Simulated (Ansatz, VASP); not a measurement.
Ta: VASP beside Ansatz

```
Ta
1.0
    -1.65939    1.65939    1.65939
     1.65939   -1.65939    1.65939
     1.65939    1.65939   -1.65939
Ta
1
Direct
  0.00000 0.00000 0.00000
```

Alike in both runs: task relaxation of cell and atoms; functional LDA; k mesh 18 × 18 × 18; occupations gaussian, width 0.1 eV; no spin polarisation.

```csv
,VASP,Ansatz
version,VASP 6.6.1,Ansatz 0.2.0
potentials or method,"VASP PAW LDA potentials, release 64 (Ta_sv_GW), cutoff 500 eV","scalar-relativistic, plane waves, PAW"
valence electrons in the cell,13,13
```

Ansatz gave:

| Property | Result |
| --- | --- |
| gap on the k mesh at the Fermi level, each at its own relaxed structure (eV) | none |
| relaxed volume (Å³/atom) | 17.21 |
| relaxed length of the cell vector where the two differ most in proportion (Å) | 2.817 |

**Question.** Estimate VASP's values.

**Answer.** gap on the k mesh at the Fermi level, each at its own relaxed structure (eV): none; relaxed volume (Å³/atom): 17.19; relaxed length of the cell vector where the two differ most in proportion (Å): 2.816.

LDA's correlation is that of Perdew and Zunger in VASP and of Perdew and Wang (1992) in Ansatz. A gap of «none» marks a metal or a gap that the smearing closes.

Spin-orbit coupling is off throughout.
